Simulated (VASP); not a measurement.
Here is a VASP 6.6.1 calculation.

File POSCAR:

```
CdPd
1.0
    3.0255871307      0.0000000000      0.0000000000
    0.0000000000      3.0255871307      0.0000000000
    0.0000000000      0.0000000000      3.6930972470
Cd Pd
1 1
Direct
    0.0000000000      0.0000000000      0.0000000000
    0.5000000000      0.5000000000      0.5000000000
```

File INCAR.step1:

```
SYSTEM = CdPd
  ALGO = Normal
  EDIFF = 1E-4
  ENCUT = 600
  GGA = PE
  ISMEAR = 1
  LASPH = .TRUE.
  LCHARG = .FALSE.
  LREAL = .FALSE.
  LWAVE = .TRUE.
  NELM = 60
  PREC = Accurate
  SIGMA = 0.1
```

File INCAR.step2:

```
SYSTEM = CdPd
  ALGO = Normal
  EDIFF = 1E-6
  EDIFFG = -0.02
  ENCUT = 600
  IBRION = 2
  ISIF = 3
  ISMEAR = 1
  ISTART = 1
  LASPH = .TRUE.
  LCHARG = .FALSE.
  LMIXTAU = .TRUE.
  LREAL = .FALSE.
  LWAVE = .FALSE.
  METAGGA = R2SCAN
  NELM = 60
  NSW = 80
  PREC = Accurate
  SIGMA = 0.1
```

File KPOINTS:

```
k-points
0
G
  7 7 6
  0 0 0
```

Potentials or basis: VASP PAW PBE potentials, release 64 (Cd, Pd).

Run with:

```sh
$ cat potpaw_PBE.64/Cd/POTCAR potpaw_PBE.64/Pd/POTCAR > POTCAR
$ cp INCAR.step1 INCAR
$ mpirun -np 1 vasp_std > vasp.out
$ cp INCAR.step2 INCAR
$ mpirun -np 1 vasp_std > vasp.out
```

(1) Estimate the relaxed volume.

(2) Predict the relaxed cell.

(3) What does it give for the space group after relaxing (to 0.1 Å)?

Answers

(1) 17.04 Å³/atom.

(2) a = 3.008 Å, b = 3.008 Å, c = 3.766 Å, α = 90.00°, β = 90.00°, γ = 90.00°.

(3) P4/mmm (No. 123).

Caveat: the PAW data sets were made with another functional, which shifts forces and pressure a little.
